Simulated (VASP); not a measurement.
# Nb (P6_3/mmc) in VASP: relaxation of cell and atoms with BLYP

Aim: the relaxation of cell and atoms of Nb with BLYP.

Everything below comes from runs of VASP 6.6.1. Logs are shortened: lines on timing, memory, paths and dates and some standing lists are left out, and cuts for length are marked.

### 1 The cell of the first run

It takes space group P6_3/mmc (No. 194, hexagonal). The conventional cell has a = 2.940 Å, b = 2.940 Å, c = 9.603 Å, α = 90.00°, β = 90.00°, γ = 120.00°. Nb (site symmetry -3m) has 12 Nb at 2.94 Å within 3.9 Å. Nb (site symmetry -6m2) has 12 Nb at 2.94 Å within 3.9 Å.

This isn't the form of Nb at room conditions, which is bcc.

### 2 Relaxation of cell and atoms, BLYP

INCAR

```
SYSTEM = Nb
PREC     = Accurate       ! precision mode
ENCUT    = 600            ! plane-wave cutoff, eV
EDIFF    = 1E-6           ! SCF threshold, eV
ISMEAR   = -1             ! smearing method
SIGMA    = 0.1            ! smearing width, eV
LREAL    = .False.        ! projectors in reciprocal space
LASPH    = .True.         ! aspherical terms in the spheres
NELM     = 80             ! most SCF steps
ALGO     = Normal         ! electronic algorithm
ISIF     = 3              ! what is computed and relaxed
LWAVE    = .False.        ! write WAVECAR
LCHARG   = .False.        ! write CHGCAR
GGA      = B5             ! functional
ALDAX    = 1.0          
AGGAX    = 1.0          
AGGAC    = 1.0          
ALDAC    = 0.0          
IBRION   = 2              ! ionic algorithm
NSW      = 80             ! ionic steps
EDIFFG   = -0.01          ! ionic threshold
```

KPOINTS

```
Automatic mesh
0
Gamma
  12 12 4
  0 0 0
```

POSCAR

```
Nb
1.0
    2.9403180252      0.0000000000      0.0000000000
   -1.4701590126      2.5463901050      0.0000000000
    0.0000000000      0.0000000000      9.6030786702
Nb
4
Direct
    0.0000000000      0.0000000000      0.0000000000
    0.0000000000      0.0000000000      0.5000000000
    0.3333333333      0.6666666667      0.2500000000
    0.6666666667      0.3333333333      0.7500000000
```

Potentials or basis: VASP PAW PBE potentials, release 64 (Nb_sv).

Started as:

```bash
$ cat potpaw_PBE.64/Nb_sv/POTCAR > POTCAR
$ mpirun -np 1 vasp_std > vasp.out
```

OUTCAR:

```text
SYSTEM = Nb
   PREC = Accurate
   ENCUT = 600
   EDIFF = 1E-6
   ISMEAR = -1
   LREAL = .False.
   LASPH = .True.
   NELM = 80
   ISIF = 3
   GGA = B5
   IBRION = 2
   NSW = 80
   EDIFFG = -0.01

 ion  position               nearest neighbor table
   1  0.000  0.000  0.000-   3 2.94   4 2.94   3 2.94   4 2.94   4 2.94   3 2.94
   2  0.000  0.000  0.500-   3 2.94   4 2.94   3 2.94   4 2.94   4 2.94   3 2.94
   3  0.333  0.667  0.250-   1 2.94   2 2.94   1 2.94   2 2.94   1 2.94   2 2.94
   4  0.667  0.333  0.750-   1 2.94   2 2.94   1 2.94   2 2.94   1 2.94   2 2.94

  LATTYP: Found a hexagonal cell.
 ALAT       =     2.9403180252
 C/A-ratio  =     3.2660000000

  Lattice vectors:

 A1 = (   2.9403180252,   0.0000000000,   0.0000000000)
 A2 = (  -1.4701590126,   2.5463901050,   0.0000000000)
 A3 = (   0.0000000000,   0.0000000000,   9.6030786702)

Analysis of symmetry for initial positions (statically):
=====================================================================
 Subroutine PRICEL returns:
 Original cell was already a primitive cell.

 Routine SETGRP: Setting up the symmetry group for a
 hexagonal supercell.

 Subroutine GETGRP returns: Found 24 space group operations
 (whereof 12 operations were pure point group operations)
 out of a pool of 24 trial point group operations.

The static configuration has the point symmetry D_3d.
 The point group associated with its full space group is D_6h.

Analysis of symmetry for dynamics (positions and initial velocities):
=====================================================================
 Subroutine PRICEL returns:
 Original cell was already a primitive cell.

 Routine SETGRP: Setting up the symmetry group for a
 hexagonal supercell.

 Subroutine GETGRP returns: Found 24 space group operations
 (whereof 12 operations were pure point group operations)
 out of a pool of 24 trial point group operations.

The dynamic configuration has the point symmetry D_3d.
 The point group associated with its full space group is D_6h.

 Subroutine INISYM returns: Found 24 space group operations
 (whereof 12 operations are pure point group operations),
 and found     1 'primitive' translations

----------------------------------------------------------------------------------------

                                     Primitive cell

  volume of cell :      71.9001

  direct lattice vectors                    reciprocal lattice vectors
     2.940318025  0.000000000  0.000000000     0.340099265  0.196356402  0.000000000
    -1.470159013  2.546390105  0.000000000     0.000000000  0.392712805  0.000000000
     0.000000000  0.000000000  9.603078670     0.000000000  0.000000000  0.104133272

  length of vectors
[... 108 lines left out ...]
  Fermi-wavevector in a.u.,A,eV,Ry     =   1.469488  2.776930 29.380351  2.159395
  Thomas-Fermi vector in A             =   2.584859
   LORBIT       =      0    0 simple, 1 ext, 2 COOP (PROOUT), +10 PAW based schemes
   GGA     = B5    functional components
   LHFCALC =     F    Hartree Fock is set to
   AEXX    =    0.0000 exact exchange contribution
   IVDW    =     0    specifies the selected vdW correction
   LEPSILON=     F    determine dielectric tensor
   LRPA    =     F    only Hartree local field effects (RPA)
 conjugate gradient relaxation of ions
 non-spin polarized calculation
  energy-cutoff  :      600.00
  volume of cell :       71.90
 maximum number of plane-waves:      2418
 NGX is ok and might be reduce to    24
   NGX = 11   NGY = 11   NGZ = 39

--------------------------------------- Ionic step        1  -------------------------------------------

 number of electron      52.0000001 magnetization

 Free energy of the ion-electron system (eV)
  ---------------------------------------------------
  ext. energy  EPLUGINS =         0.00000000
  ---------------------------------------------------
  free energy    TOTEN  =       -34.04730305 eV

  energy without entropy =      -33.87161028  energy(sigma->0) =      -33.95945666

------------------------ aborting loop because EDIFF is reached ----------------------------------------

  FORCE on cell =-STRESS in cart. coord.  units (eV):
  Direction    XX          YY          ZZ          XY          YZ          ZX
  --------------------------------------------------------------------------------------
  -------------------------------------------------------------------------------------
  Total        5.4445678      5.4445678      7.3827504      0.0000000     -0.0000000     -0.0000000
  in kB      121.3233127    121.3233127    164.5125517      0.0000000     -0.0000000     -0.0000000
  external PRESSURE =     135.7197257 kB  Pullay stress =       0.0000000 kB
[... 25 lines left out ...]
--------------------------------------- Ionic step        2  -------------------------------------------

 number of electron      52.0000000 magnetization

 E-fermi :   9.3192     XC(G=0): -10.8595

 val. band max:        9.3145849615   @ k =   0.4167   0.0833   0.2500
 cond. band min:       9.3287864021   @ k =   0.3333   0.0833   0.2500
 fundamental gap:      0.0142014406
 Fermi energy:         9.3191672743

 k-point     1 :       0.0000    0.0000    0.0000
  band No.  band energies     occupation
      1     -45.5779      2.00000
      2     -45.5570      2.00000
      3     -45.4880      2.00000
      4     -45.4667      2.00000
      5     -21.9732      2.00000
      6     -21.6833      2.00000
[... 876 lines left out ...]
  FREE ENERGIE OF THE ION-ELECTRON SYSTEM (eV)
  ---------------------------------------------------
  free  energy   TOTEN  =       -34.2909912821 eV

  energy  without entropy=      -34.0945593527  energy(sigma->0) =      -34.19277532

[... ionic steps 4 to 15 ...]

--------------------------------------- Ionic step       16  -------------------------------------------

 number of electron      51.9999998 magnetization

------------------------ aborting loop because EDIFF is reached ----------------------------------------
[... 71 lines left out ...]
--------------------------------------- Ionic step       18  -------------------------------------------

 number of electron      51.9999998 magnetization

 Free energy of the ion-electron system (eV)
  ---------------------------------------------------
  ext. energy  EPLUGINS =         0.00000000
  ---------------------------------------------------
  free energy    TOTEN  =       -34.47538651 eV

  energy without entropy =      -34.29316997  energy(sigma->0) =      -34.38427824

 E-fermi :  11.0200     XC(G=0): -11.4858

 val. band max:       11.0167697678   @ k =   0.0833   0.0833   0.2500
 cond. band min:      11.0226865425   @ k =   0.2500   0.2500   0.0000
 fundamental gap:      0.0059167747
 Fermi energy:        11.0199842699

 k-point     1 :       0.0000    0.0000    0.0000
  band No.  band energies     occupation
      1     -43.6428      2.00000
      2     -43.6036      2.00000
      3     -43.5829      2.00000
      4     -43.5431      2.00000
      5     -20.1628      2.00000
      6     -19.7971      2.00000
[... 838 lines left out ...]
  FREE ENERGIE OF THE ION-ELECTRON SYSTEM (eV)
  ---------------------------------------------------
  free  energy   TOTEN  =       -34.4753865116 eV

  energy  without entropy=      -34.2931699685  energy(sigma->0) =      -34.38427824

 reached required accuracy - stopping structural energy minimisation
```

OSZICAR:

```text
N       E                     dE             d eps       ncg     rms          rms(c)
DAV:   1     0.790613345380E+03    0.79061E+03   -0.31394E+04  3534   0.197E+03
DAV:   2     0.323785782478E+02   -0.75823E+03   -0.74641E+03  3939   0.789E+02
[... 197 lines left out ...]
DAV:   1    -0.344754208212E+02   -0.41658E-04   -0.15481E-03  4094   0.394E-01    0.411E-02
DAV:   2    -0.344753965524E+02    0.24269E-04   -0.11870E-04  4959   0.954E-02    0.198E-02
DAV:   3    -0.344753870520E+02    0.95005E-05   -0.37307E-05  5264   0.483E-02    0.778E-03
DAV:   4    -0.344753878594E+02   -0.80745E-06   -0.16410E-05  4445   0.281E-02    0.668E-03
DAV:   5    -0.344753866856E+02    0.11738E-05   -0.79398E-06  3619   0.206E-02    0.264E-03
DAV:   6    -0.344753865116E+02    0.17401E-06   -0.14045E-06  2205   0.932E-03
  18 F= -.34475387E+02 E0= -.34384278E+02  d E =-.281010E-04
```

CONTCAR:

```text
Nb
   1.00000000000000
     2.8908861793905167    0.0000000000000000    0.0000000000000000
    -1.4454430896952584    2.5035808707746510    0.0000000000000000
     0.0000000000000000   -0.0000000000000000   10.7333714152886266
  Nb
     4
Direct
     0.0000000000000000    0.0000000000000000    0.0000000000000000
     0.0000000000000000    0.0000000000000000    0.5000000000000000
     0.3333333332999970    0.6666666667000030    0.2500000000000000
     0.6666666667000030    0.3333333332999970    0.7500000000000000

  0.00000000E+00  0.00000000E+00  0.00000000E+00
  0.00000000E+00  0.00000000E+00  0.00000000E+00
  0.00000000E+00  0.00000000E+00  0.00000000E+00
  0.00000000E+00  0.00000000E+00  0.00000000E+00
```

It took 19 min on 1 thread of AMD EPYC 9R45 (Zen 5), shared host; peak memory 0.25 GiB.

Results:

- Free energy: -34.4754 eV
- Relaxed volume: 19.42 Å³/atom
- Relaxed cell: a = 2.891 Å, b = 2.891 Å, c = 10.733 Å, α = 90.00°, β = 90.00°, γ = 120.00°
- Space group after relaxing (to 0.1 Å): P6_3/mmc (No. 194)
- Energy gained by relaxing: 107.0 meV/atom
- Ionic steps: 18
- Pressure after relaxing: 0.1 GPa
- Band gap on the k mesh: zero (bands 26 and 27 overlap by 1.43 eV)

Step by step:
```tsv
step	energy change (eV)	largest force (eV/Å)	pressure (GPa)	volume (Å³)
1	0.0000	0.0000	13.57	71.90
2	0.3412	0.0000	-15.52	88.92
3	-0.2437	0.0000	-0.74	78.13
4	-0.2440	0.0000	-0.34	77.91
5	-0.2807	0.0000	-0.44	77.93
6	-0.4056	0.0000	-0.43	77.82
7	-0.1300	0.0000	4.34	76.94
8	-0.4264	0.0000	-0.12	77.73
9	-0.4280	0.0000	0.07	77.68
10	-0.4281	0.0000	0.02	77.69
11	-0.4281	0.0000	0.02	77.73
12	-0.4280	0.0000	-0.22	77.82
13	-0.4281	0.0000	-0.09	77.75
14	-0.4281	0.0000	-0.08	77.74
15	-0.4281	0.0000	-0.07	77.73
16	-0.4281	0.0000	-0.05	77.71
17	-0.4281	0.0000	0.08	77.67
18	-0.4281	0.0000	0.05	77.68
```

Final structure:
```yaml
crystal:
  lattice:
    - [2.89089, 0.00000, 0.00000]
    - [-1.44544, 2.50358, 0.00000]
    - [0.00000, 0.00000, 10.73337]
  atoms:
    - { symbol: Nb, position: [0.00000, 0.00000, 0.00000] }
    - { symbol: Nb, position: [0.00000, 0.00000, 0.50000] }
    - { symbol: Nb, position: [0.33333, 0.66667, 0.25000] }
    - { symbol: Nb, position: [0.66667, 0.33333, 0.75000] }
```

Caveat: the PAW data sets were made with another functional, which shifts forces and pressure a little.
